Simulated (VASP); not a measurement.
MgO, 2 atoms in the cell. It takes space group Fm-3m (No. 225, cubic). The conventional cell has a = 4.276 Å, b = 4.276 Å, c = 4.276 Å, α = 90.00°, β = 90.00°, γ = 90.00°. Within 2.8 Å of Mg (site symmetry m-3m) lie 6 O at 2.14 Å. Within 2.8 Å of O (site symmetry m-3m) lie 6 Mg at 2.14 Å. 

```yaml
Program: VASP 6.6.1
Task: single point
Functional: BLYP
Potentials_or_basis: VASP PAW PBE potentials, release 64 (Mg, O)
Cutoff: 520 eV
k_mesh: 10 × 10 × 10
Occupations: gaussian, width 0.05 eV
Spin: no spin polarisation
Dipole_correction: no
Further_INCAR_settings: ALGO = Normal; EDIFF = 1e-06; NBANDS = 11
```

Potentials or basis: VASP PAW PBE potentials, release 64 (Mg, O).

Command:

```bash
$ cat potpaw_PBE.64/Mg/POTCAR potpaw_PBE.64/O/POTCAR > POTCAR
$ mpirun -np 1 vasp_std > vasp.out
```

Hardware: 1 thread of Intel Xeon 6975P-C, on a shared host.

How long does it take, and how much memory?

Wall time 10 s on 1 thread of Intel Xeon 6975P-C, on a shared host, peak memory 0.14 GiB. Counts: scf iterations 13, k points 47.
